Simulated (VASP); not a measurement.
**MgS (Niningerite): electric field gradients with PBE**

Crystal: MgS (Niningerite).

```
Mg S
1.0
     0.00000    5.20330    5.20330
     5.20330    0.00000    5.20330
     5.20330    5.20330    0.00000
Mg S
8 8
Direct
  0.00000 0.00000 0.00000
  0.00000 0.00000 0.50000
  0.00000 0.50000 0.00000
  0.00000 0.50000 0.50000
  0.50000 0.00000 0.00000
  0.50000 0.00000 0.50000
  0.50000 0.50000 0.00000
  0.50000 0.50000 0.50000
  0.25000 0.25000 0.25000
  0.25000 0.25000 0.75000
  0.25000 0.75000 0.25000
  0.25000 0.75000 0.75000
  0.75000 0.25000 0.25000
  0.75000 0.25000 0.75000
  0.75000 0.75000 0.25000
  0.75000 0.75000 0.75000
```

```json
{
 "Program": "VASP 6.6.1",
 "Task": "electric field gradients",
 "Functional": "PBE",
 "Potentials or basis": "VASP PAW PBE potentials, release 64 (Mg, S)",
 "Cutoff": "520 eV",
 "k mesh": "3 × 3 × 3",
 "Occupations": "gaussian, width 0.01 eV",
 "Spin": "no spin polarisation",
 "Dipole correction": "no",
 "Further INCAR settings": "LREAL = Auto; ALGO = Normal; EDIFF = 1e-08; NBANDS = 46"
}
```

```yaml
Pressure: 0.9 GPa
Band_gap_on_the_k_mesh: 2.77 eV
```

Levels at points of the mesh, in eV from the valence-band top:
| k point | band 29 | band 30 | band 31 | band 32 | band 33 | band 34 | band 35 | band 36 |
| --- | --- | --- | --- | --- | --- | --- | --- | --- |
| (0.00, 0.00, 0.00) | -0.59 | 0.00 | 0.00 | 0.00 | 2.77 | 2.77 | 2.77 | 3.71 |

It took 2 min on 1 thread of Intel(R) Xeon(R) 6975P-C (Granite Rapids), with other jobs on the host, peak memory 0.38 GiB.

Caveat: without QUAD_EFG the Cq values of the log hold for a quadrupole moment of 1 mb, not for the nuclei. As with any semilocal functional, this PBE gap is likely too small.
